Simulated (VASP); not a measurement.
Input of a VASP 6.6.1 run:

POSCAR

```
RbBr
1.0
    0.0000000000      3.4726038566      3.4726038566
    3.4726038566      0.0000000000      3.4726038566
    3.4726038566      3.4726038566      0.0000000000
Rb Br
1 1
Direct
    0.0000000000      0.0000000000      0.0000000000
    0.5000000000      0.5000000000      0.5000000000
```

The input INCAR.step1:

```
PREC = Accurate
ENCUT = 520
ISMEAR = -1
SIGMA = 0.03
LREAL = F
LASPH = T
NELM = 60
NBANDS = 15
GGA = PE
ALGO = Normal
EDIFF = 1E-4
LWAVE = T
LCHARG = F
```

File INCAR.step2:

```
PREC = Accurate
ENCUT = 520
EDIFF = 1E-8
ISMEAR = -1
SIGMA = 0.03
LREAL = F
LASPH = T
NELM = 60
ALGO = Normal
ISIF = 2
LWAVE = F
LCHARG = F
METAGGA = R2SCAN
LMIXTAU = T
LEFG = T
NBANDS = 15
ISTART = 1
```

KPOINTS

```
Automatic mesh
0
Gamma
  7 7 7
```

Potentials or basis: VASP PAW PBE potentials, release 64 (Rb_sv, Br).

Run with:

```bash
$ cat potpaw_PBE.64/Rb_sv/POTCAR potpaw_PBE.64/Br/POTCAR > POTCAR
$ cp INCAR.step1 INCAR
$ mpirun -np 1 vasp_std > vasp.out
$ cp INCAR.step2 INCAR
$ mpirun -np 1 vasp_std > vasp.out
```

Task: Estimate the band gap on the k mesh.

Result: 4.87 eV.

Task: Estimate the pressure.

Result: -0.1 GPa.

Caveat: the PAW data sets were made with another functional, which shifts forces and pressure a little; an odd mesh through Γ misses points on the zone boundary, where band edges can lie.
